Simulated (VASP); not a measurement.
TcPt3, 4 atoms in the cell. Symmetry: Pm-3m, No. 221, cubic system. Conventional cell: a = 3.867 Å, b = 3.867 Å, c = 3.867 Å, α = 90.00°, β = 90.00°, γ = 90.00°. Tc (site symmetry m-3m) has 12 Pt at 2.73 Å within 3.6 Å. Pt (site symmetry 4/mmm) has 4 Tc at 2.73 Å and 8 Pt at 2.73 Å within 3.6 Å. 

| Property | Result |
| --- | --- |
| Program | VASP 6.6.1 |
| Task | single point |
| Functional | LDA |
| Potentials or basis | VASP PAW LDA potentials, release 64 (Tc_pv, Pt) |
| Cutoff | 520 eV |
| k mesh | 6 × 6 × 6 |
| Occupations | fermi-dirac, width 0.05 eV |
| Spin | no spin polarisation |
| Dipole correction | no |
| Further INCAR settings | ALGO = Normal; EDIFF = 1e-07; NBANDS = 30 |

Potentials or basis: VASP PAW LDA potentials, release 64 (Tc_pv, Pt).

Launch:

```bash
$ cat potpaw_LDA.64/Tc_pv/POTCAR potpaw_LDA.64/Pt/POTCAR > POTCAR
$ mpirun -np 1 vasp_std > vasp.out
```

Hardware: 1 thread of Intel(R) Xeon(R) 6975P-C (Granite Rapids), on a shared host.

Q: Estimate the wall time of this run.

A: Wall time 14 s on 1 thread of Intel(R) Xeon(R) 6975P-C (Granite Rapids) (shared host), peak memory 0.16 GiB. Counts: scf iterations 14, k points 20.
